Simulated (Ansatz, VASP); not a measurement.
One calculation of Pd, two programs

```xyz
1
Lattice="0.0000 1.9068 1.9068 1.9068 0.0000 1.9068 1.9068 1.9068 0.0000" Properties=species:S:1:pos:R:3 pbc="T T T"
Pd    0.0000    0.0000    0.0000
```

Alike in both runs: task single point; functional LDA; k mesh 12 × 12 × 12; occupations fermi-dirac, width 0.05 eV; no spin polarisation.

|  | VASP | Ansatz |
| --- | --- | --- |
| version | VASP 6.6.1 | Ansatz 0.2.0 |
| potentials or method | VASP PAW LDA potentials, release 64 (Pd) | Ansatz PAW |
| plane-wave cutoff (eV) | 520 | 420 |
| valence electrons in the cell | 10 | 18 |

|  | VASP | Ansatz | Ansatz less VASP |
| --- | --- | --- | --- |
| gap on the k mesh at the Fermi level (eV) | none | none | - |
| pressure (GPa) | 4.9 | 4.6 | -0.28 |

LDA's correlation is that of Perdew and Zunger in VASP and of Perdew and Wang (1992) in Ansatz. A gap of «none» marks a metal or a gap that the smearing closes. VASP's potentials hold 10 valence electrons a cell and Ansatz's 18, so a difference there can come from the potentials and not from the codes.
